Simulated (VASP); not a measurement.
The system is NaH.

```
Na H
1.0
     0.00000    2.39751    2.39751
     2.39751    0.00000    2.39751
     2.39751    2.39751    0.00000
Na H
1 1
Direct
  0.00000 0.00000 0.00000
  0.50000 0.50000 0.50000
```

Base run:

- Program: VASP 6.6.1
- Functional: PBE
- Potentials or basis: VASP PAW PBE potentials, release 64 (Na_pv, H)
- Cutoff: 520 eV
- k mesh: 6 × 6 × 6
- Occupations: gaussian, width 0.01 eV
- Spin: no spin polarisation

Its results: band gap on the k mesh 3.85 eV (least direct gap 4.67 eV); pressure 0.5 GPa.

Problem. The run is repeated on the same cell with these changes: functional from PBE to r2SCAN; cutoff from 520 eV to 550 eV. What comes out?

Solution. Band gap on the k mesh 4.46 eV (least direct gap 5.26 eV); pressure -0.3 GPa.

Caveats: the PAW data sets were made with another functional, which shifts forces and pressure a little (at least some runs).

A k mesh can miss the band edges.
